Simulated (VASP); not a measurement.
# Co (Fm-3m) in VASP: further runs

The runs below take Co through single point, with PBE, r2SCAN.

All numbers are computed with VASP 6.6.1; they aren't measurements. Logs are shortened: lines on timing, memory, paths and dates and some standing lists are left out, and cuts for length are marked.

### 1 The cell of the first run

Symmetry: Fm-3m, No. 225, cubic system. Conventional cell: a = 3.542 Å, b = 3.542 Å, c = 3.542 Å, α = 90.00°, β = 90.00°, γ = 90.00°. Co (site symmetry m-3m) has 12 Co at 2.50 Å within 3.3 Å.

This isn't the form of Co at room conditions, which is hcp.

### 2 Single point, PBE, collinear spin, ferromagnetic start

The input, INCAR:

```
SYSTEM = Co
ALGO     = Fast           ! electronic algorithm
EDIFF    = 1E-6           ! SCF threshold, eV
ENCUT    = 520            ! plane-wave cutoff, eV
GGA      = PE             ! functional
ISIF     = 2              ! what is computed and relaxed
ISMEAR   = 0              ! smearing method
ISPIN    = 2              ! spin polarisation
LASPH    = .True.         ! aspherical terms in the spheres
LCHARG   = .False.        ! write CHGCAR
LMAXMIX  = 4              ! l up to which the mixer works
LORBIT   = 11             ! projections on sites
LREAL    = .False.        ! projectors in reciprocal space
LWAVE    = .False.        ! write WAVECAR
MAGMOM   = 1.5            ! initial moments
NBANDS   = 14             ! bands
NELM     = 150            ! most SCF steps
PREC     = Accurate       ! precision mode
SIGMA    = 0.05           ! smearing width, eV
```

The input, KPOINTS:

```
k-points
0
Gamma
  10 10 10
  0 0 0
```

The input, POSCAR:

```
Co
1.0
    0.0000000000      1.7708472648      1.7708472648
    1.7708472648      0.0000000000      1.7708472648
    1.7708472648      1.7708472648      0.0000000000
Co
1
Direct
    0.0000000000      0.0000000000      0.0000000000
```

Potentials or basis: VASP PAW PBE potentials, release 64 (Co).

Started as:

```
> cat potpaw_PBE.64/Co/POTCAR > POTCAR
> mpirun -np 1 vasp_std > vasp.out
```

OUTCAR:

```text
SYSTEM = Co
   EDIFF = 1E-6
   ENCUT = 520
   GGA = PE
   ISIF = 2
   ISMEAR = 0
   ISPIN = 2
   LASPH = .True.
   LORBIT = 11
   LREAL = .False.
   NELM = 150
   PREC = Accurate

 ion  position               nearest neighbor table
   1  0.000  0.000  0.000-

  LATTYP: Found a face centered cubic cell.
 ALAT       =     3.5416945296

  Lattice vectors:

 A1 = (   0.0000000000,   1.7708472648,   1.7708472648)
 A2 = (   1.7708472648,   0.0000000000,   1.7708472648)
 A3 = (   1.7708472648,   1.7708472648,   0.0000000000)

Analysis of symmetry for initial positions (statically):
=====================================================================
 Subroutine PRICEL returns:
 Original cell was already a primitive cell.

 Routine SETGRP: Setting up the symmetry group for a
 face centered cubic supercell.

 Subroutine GETGRP returns: Found 48 space group operations
 (whereof 48 operations were pure point group operations)
 out of a pool of 48 trial point group operations.

The static configuration has the point symmetry O_h .

Analysis of symmetry for dynamics (positions and initial velocities):
=====================================================================
 Subroutine PRICEL returns:
 Original cell was already a primitive cell.

 Routine SETGRP: Setting up the symmetry group for a
 face centered cubic supercell.

 Subroutine GETGRP returns: Found 48 space group operations
 (whereof 48 operations were pure point group operations)
 out of a pool of 48 trial point group operations.

The dynamic configuration has the point symmetry O_h .

Analysis of structural, dynamic, and magnetic symmetry:
=====================================================================
 Subroutine PRICEL returns:
 Original cell was already a primitive cell.

 Routine SETGRP: Setting up the symmetry group for a
 face centered cubic supercell.

 Subroutine GETGRP returns: Found 48 space group operations
 (whereof 48 operations were pure point group operations)
 out of a pool of 48 trial point group operations.

The overall configuration has the point symmetry O_h .

 Subroutine INISYM returns: Found 48 space group operations
 (whereof 48 operations are pure point group operations),
 and found     1 'primitive' translations

----------------------------------------------------------------------------------------

                                     Primitive cell

  volume of cell :      11.1064

  direct lattice vectors                    reciprocal lattice vectors
     0.000000000  1.770847265  1.770847265    -0.282350720  0.282350720  0.282350720
     1.770847265  0.000000000  1.770847265     0.282350720 -0.282350720  0.282350720
     1.770847265  1.770847265  0.000000000     0.282350720  0.282350720 -0.282350720

  length of vectors
     2.504356219  2.504356219  2.504356219     0.489045792  0.489045792  0.489045792

  position of ions in fractional coordinates (direct lattice)
     0.000000000  0.000000000  0.000000000

  ion indices of the primitive-cell ions
   primitive index   ion index
                 1           1

----------------------------------------------------------------------------------------

 KPOINTS: k-points

Automatic generation of k-mesh.
 Grid dimensions read from file:
 generate k-points for:   10   10   10

 Generating k-lattice:

  Cartesian coordinates                     Fractional coordinates (reciprocal lattice)
    -0.028235072  0.028235072  0.028235072     0.100000000  0.000000000  0.000000000
     0.028235072 -0.028235072  0.028235072     0.000000000  0.100000000  0.000000000
     0.028235072  0.028235072 -0.028235072     0.000000000  0.000000000  0.100000000

  Length of vectors
     0.048904579  0.048904579  0.048904579

  Shift w.r.t. Gamma in fractional coordinates (k-lattice)
     0.000000000  0.000000000  0.000000000

 Subroutine IBZKPT returns following result:
 ===========================================

 Found     47 irreducible k-points:

 Following reciprocal coordinates:
            Coordinates               Weight
  0.000000  0.000000  0.000000      1.000000
  0.100000  0.000000  0.000000      8.000000
  0.200000  0.000000  0.000000      8.000000
  0.300000  0.000000  0.000000      8.000000
  0.400000  0.000000  0.000000      8.000000
  0.500000  0.000000  0.000000      4.000000
[... 16 lines left out ...]
  0.300000  0.300000  0.000000      6.000000
  0.400000  0.300000  0.000000     24.000000
 [... further k-points ...]
   k-points           NKPTS =     47   k-points in BZ     NKDIM =     47   number of bands    NBANDS=     14
   number of dos      NEDOS =    301   number of ions     NIONS =      1
   total plane-waves  NPLWV =   8000
   dimension x,y,z NGX =    20 NGY =   20 NGZ =   20
   dimension x,y,z NGXF=    40 NGYF=   40 NGZF=   40
   ions per type =               1
   NGX,Y,Z   is equivalent  to a cutoff of  13.28, 13.28, 13.28 a.u.
   NGXF,Y,Z  is equivalent  to a cutoff of  26.55, 26.55, 26.55 a.u.
 SYSTEM =  Co
[... 78 lines left out ...]
     10      37.0193      0.00000
     11      40.1158      0.00000
     12      40.1158      0.00000
     13      40.1158      0.00000
     14      42.8123      0.00000

 k-point     2 :       0.1000    0.0000    0.0000
  band No.  band energies     occupation
      1       1.5217      1.00000
      2       7.1947      1.00000
      3       7.3806      1.00000
      4       7.3806      1.00000
      5       8.2465      1.00000
      6       8.2465      1.00000
      7      31.4926      0.00000
      8      34.3395      0.00000
      9      36.4015      0.00000
     10      36.4015      0.00000
     11      41.0627      0.00000
     12      41.0636      0.00000
     13      41.0636      0.00000
     14      46.0703      0.00000
[... 343 lines left out ...]
      1       4.5784      1.00000
      2       6.0363      1.00000
      3       8.1076      1.00000
      4       8.5308      1.00000
      5       8.5308      1.00000
      6       8.7666      1.00000
      7      27.2157      0.00000
      8      27.6449      0.00000
      9      27.6449      0.00000
     10      30.1929      0.00000
     11      34.5211      0.00000
     12      50.0995      0.00000
     13      50.1007      0.00000
     14      52.2410      0.00000

 k-point    24 :       0.4000    0.3000    0.0000
  band No.  band energies     occupation
      1       5.0210      1.00000
      2       5.8648      1.00000
      3       8.0819      1.00000
      4       8.5366      1.00000
      5       9.0902      1.00000
      6       9.9735      0.90128
      7      23.8777      0.00000
      8      24.9814      0.00000
      9      26.7548      0.00000
     10      31.0193      0.00000
     11      35.5596      0.00000
     12      46.4208      0.00000
     13      49.2704      0.00000
     14      49.9817      0.00000

 [... further k-points ...]

 spin component 2

 k-point     1 :       0.0000    0.0000    0.0000
  band No.  band energies     occupation
      1       1.1735      1.00000
      2       8.9446      1.00000
      3       8.9446      1.00000
      4       8.9446      1.00000
      5      10.3677      0.00000
      6      10.3677      0.00000
      7      32.5516      0.00000
      8      37.2092      0.00000
      9      37.2092      0.00000
     10      37.2092      0.00000
     11      40.4482      0.00000
     12      40.4482      0.00000
     13      40.4482      0.00000
     14      42.4056      0.00000

 k-point     2 :       0.1000    0.0000    0.0000
  band No.  band energies     occupation
      1       1.5628      1.00000
      2       8.8114      1.00000
      3       9.0408      1.00000
      4       9.0408      1.00000
      5      10.3247      0.00000
      6      10.3247      0.00000
      7      31.5142      0.00000
      8      34.3110      0.00000
      9      36.6745      0.00000
     10      36.6745      0.00000
     11      41.0148      0.00000
     12      41.2834      0.00000
     13      41.2834      0.00000
     14      46.0295      0.00000
[... 343 lines left out ...]
      1       5.0116      1.00000
      2       7.4593      1.00000
      3       9.4988      1.00000
      4      10.2976      0.00000
      5      10.2976      0.00000
      6      10.9146      0.00000
      7      27.5470      0.00000
      8      27.9655      0.00000
      9      27.9655      0.00000
     10      30.5017      0.00000
     11      35.0791      0.00000
     12      50.0614      0.00000
     13      50.0614      0.00000
     14      52.2537      0.00000

 k-point    24 :       0.4000    0.3000    0.0000
  band No.  band energies     occupation
      1       5.8568      1.00000
      2       7.2412      1.00000
      3       9.4119      1.00000
      4      10.4453      0.00000
      5      11.1363      0.00000
      6      11.3452      0.00000
      7      24.2702      0.00000
      8      25.4591      0.00000
      9      27.0483      0.00000
     10      31.3438      0.00000
     11      36.0117      0.00000
     12      49.4062      0.00000
     13      49.6206      0.00000
     14      50.6341      0.00000

 [... further k-points ...]
[... 5 lines left out ...]
  --------------------------------------------------------------------------------------
  -------------------------------------------------------------------------------------
  Total       -0.2168526     -0.2168526     -0.2168526      0.0000000      0.0000000      0.0000000
  in kB      -31.2825326    -31.2825326    -31.2825326      0.0000000      0.0000000      0.0000000
  external PRESSURE =     -31.2825326 kB  Pullay stress =       0.0000000 kB

 VOLUME and BASIS-vectors are now :
 -----------------------------------------------------------------------------
  energy-cutoff  :      520.00
  volume of cell :       11.11
      direct lattice vectors                 reciprocal lattice vectors
     0.000000000  1.770847265  1.770847265    -0.282350720  0.282350720  0.282350720
     1.770847265  0.000000000  1.770847265     0.282350720 -0.282350720  0.282350720
     1.770847265  1.770847265  0.000000000     0.282350720  0.282350720 -0.282350720

 POSITION                                       TOTAL-FORCE (eV/Angst)
 -----------------------------------------------------------------------------------
      0.00000      0.00000      0.00000         0.000000      0.000000      0.000000
 -----------------------------------------------------------------------------------
    total drift:                               -0.000000     -0.000000     -0.000000

  FREE ENERGIE OF THE ION-ELECTRON SYSTEM (eV)
  ---------------------------------------------------
  free  energy   TOTEN  =        -7.0225352747 eV

  energy  without entropy=       -7.0208591781  energy(sigma->0) =       -7.02169723

 total charge

# of ion       s       p       d       tot
------------------------------------------
    1        0.483   0.507   7.235   8.225

 magnetization (x)

# of ion       s       p       d       tot
------------------------------------------
    1       -0.009  -0.043   1.800   1.747
```

It took 10 s on 1 thread of AMD EPYC 9R45 (Zen 5), shared host; peak memory 0.1 GiB.

What came out:

```
Free energy                                           : -7.0225 eV
Pressure                                              : -3.1 GPa
Net moment                                            : 1.73 μB per cell
Site moments                                          : Co +1.75 μB
Valence electrons inside the program's atomic spheres : Co 8.22
```

Caveat: the cell stands under tension.

### 3 Single point, r2SCAN

This run uses another cell than the first one, of 10.83 Å³/atom.

The input, POSCAR:

```
Co
1.0
    0.0000000000      1.7562444945      1.7562444945
    1.7562444945      0.0000000000      1.7562444945
    1.7562444945      1.7562444945      0.0000000000
Co
1
Direct
    0.0000000000      0.0000000000      0.0000000000
```

The input, INCAR.step1:

```
  ALGO = Normal
  EDIFF = 1E-4
  ENCUT = 520
  GGA = PE
  ISMEAR = 0
  LASPH = T
  LCHARG = F
  LREAL = F
  LWAVE = T
  NBANDS = 10
  NELM = 60
  PREC = Accurate
  SIGMA = 0.05
```

The input, INCAR.step2:

```
  ALGO = Normal
  EDIFF = 1E-6
  ENCUT = 520
  ISIF = 2
  ISMEAR = 0
  ISTART = 1
  LASPH = T
  LCHARG = T
  LELF = T
  LMIXTAU = T
  LREAL = F
  LVHAR = T
  LWAVE = F
  METAGGA = R2SCAN
  NBANDS = 10
  NELM = 60
  PREC = Accurate
  SIGMA = 0.05
```

The input, KPOINTS:

```
k-points
0
Gamma
  20 20 20
```

Potentials or basis: VASP PAW PBE potentials, release 64 (Co).

Started as:

```
> cat potpaw_PBE.64/Co/POTCAR > POTCAR
> cp INCAR.step1 INCAR
> mpirun -np 1 vasp_std > vasp.out
> cp INCAR.step2 INCAR
> mpirun -np 1 vasp_std > vasp.out
```

It took 54 s on 1 thread of AMD EPYC 9R45 (Zen 5), shared host; peak memory 0.12 GiB.

The run converged. Its results:

* Free energy: -12.6807 eV
* Pressure: -20.0 GPa
* Band gap on the k mesh: zero (an odd number of electrons rules out a gap without spin polarisation)

Levels at points of the mesh, in eV from the Fermi level:
```
           k point  band 2  band 3  band 4  band 5  band 6  band 7
(0.00, 0.00, 0.00)   -1.78   -1.78   -1.78   -0.63   -0.63   24.18
(0.50, 0.00, 0.00)   -1.91   -1.91   -0.13    0.32    0.32    7.12
(0.50, 0.50, 0.00)   -3.96    0.21    0.59    0.59    2.83   10.59
```

Caveat: the cell stands under tension; the PAW data sets were made with another functional, which shifts forces and pressure a little; the run has no spin polarisation, though such a crystal can be magnetic. Spin polarisation is off, so any magnetic state and its effect on volume and gap are missing.

### 4 Single point, r2SCAN, collinear spin, ferromagnetic start (10.83 Å³/atom)

This run uses another cell than the first one, of 10.83 Å³/atom.

POSCAR is that of step 3.

The input, INCAR.step1:

```
SYSTEM = Co
PREC     = Accurate       ! precision mode
ENCUT    = 520            ! plane-wave cutoff, eV
ISMEAR   = 0              ! smearing method
SIGMA    = 0.05           ! smearing width, eV
LREAL    = .False.        ! projectors in reciprocal space
LASPH    = .True.         ! aspherical terms in the spheres
NELM     = 150            ! most SCF steps
ISPIN    = 2              ! spin polarisation
MAGMOM   = 2.14           ! initial moments
LMAXMIX  = 4              ! l up to which the mixer works
NBANDS   = 14             ! bands
GGA      = PE             ! functional
ALGO     = Normal         ! electronic algorithm
EDIFF    = 1E-4           ! SCF threshold, eV
LWAVE    = .True.         ! write WAVECAR
LCHARG   = .False.        ! write CHGCAR
```

The input, INCAR.step2:

```
SYSTEM = Co
PREC     = Accurate       ! precision mode
ENCUT    = 520            ! plane-wave cutoff, eV
EDIFF    = 1E-6           ! SCF threshold, eV
ISMEAR   = 0              ! smearing method
SIGMA    = 0.05           ! smearing width, eV
LREAL    = .False.        ! projectors in reciprocal space
LASPH    = .True.         ! aspherical terms in the spheres
NELM     = 150            ! most SCF steps
ALGO     = Normal         ! electronic algorithm
ISIF     = 2              ! what is computed and relaxed
LWAVE    = .False.        ! write WAVECAR
LCHARG   = .False.        ! write CHGCAR
ISPIN    = 2              ! spin polarisation
MAGMOM   = 2.14           ! initial moments
LORBIT   = 11             ! projections on sites
LMAXMIX  = 4              ! l up to which the mixer works
METAGGA  = R2SCAN         ! meta-GGA
LMIXTAU  = .True.       
NBANDS   = 14             ! bands
ISTART   = 1
```

The input, KPOINTS:

```
Automatic mesh
0
Gamma
  20 20 20
  0 0 0
```

Started as:

```
> cat potpaw_PBE.64/Co/POTCAR > POTCAR
> cp INCAR.step1 INCAR
> mpirun -np 1 vasp_std > vasp.out
> cp INCAR.step2 INCAR
> mpirun -np 1 vasp_std > vasp.out
```

Wall time 2.5 min (1 thread of AMD EPYC 9R45 (Zen 5), shared host); peak memory 0.14 GiB.

It converged, with:

* Free energy: -13.2369 eV
* Pressure: 0.0 GPa
* Net moment: 1.83 μB per cell
* Site moments: Co +1.89 μB
* Valence electrons inside the program's atomic spheres: Co 8.30

Levels at points of the mesh, in eV from the Fermi level:
Spin up:
| k point | band 2 | band 3 | band 4 | band 5 | band 6 | band 7 | band 8 | band 9 |
| --- | --- | --- | --- | --- | --- | --- | --- | --- |
| (0.00, 0.00, 0.00) | -3.55 | -3.55 | -3.55 | -2.89 | -2.89 | 23.55 | 28.04 | 28.04 |
| (0.50, 0.00, 0.00) | -3.91 | -3.91 | -1.74 | -1.74 | -0.70 | 5.78 | 22.09 | 25.50 |
| (0.50, 0.50, 0.00) | -5.50 | -2.11 | -1.34 | -1.34 | 2.21 | 9.21 | 15.09 | 15.09 |
Spin down:
```csv
k point,band 2,band 3,band 4,band 5,band 6,band 7
"(0.00, 0.00, 0.00)",-1.54,-1.54,-1.54,0.87,0.88,23.40
"(0.50, 0.00, 0.00)",-1.16,-1.16,-1.14,1.30,1.30,7.11
"(0.50, 0.50, 0.00)",-3.98,1.01,1.01,1.81,1.98,10.83
```

Caveat: the PAW data sets were made with another functional, which shifts forces and pressure a little.

### 5 The runs side by side

| level | spin | cell | k mesh | gap on the mesh (eV) | pressure (GPa) | moment (μB) |
| --- | --- | --- | --- | --- | --- | --- |
| PBE | collinear, ferromagnetic start | a = 2.504 Å, angles 60.0°, 1 atom | 10 × 10 × 10 | none | -3.1 | 1.73 |
| r2SCAN | off | a = 2.484 Å, angles 60.0°, 1 atom | 20 × 20 × 20 | none | -20.0 | - |
| r2SCAN | collinear, ferromagnetic start | a = 2.484 Å, angles 60.0°, 1 atom | 20 × 20 × 20 | none | 0.0 | 1.83 |

Alike in all rows: task single point; potentials or basis VASP PAW PBE potentials, release 64 (Co); cutoff (eV) 520; smearing gaussian 0.05 eV.

Caveats: the cell stands under tension (at least some runs); the PAW data sets were made with another functional, which shifts forces and pressure a little (at least some runs).

Absolute energies hang on the potentials; compare differences alone.
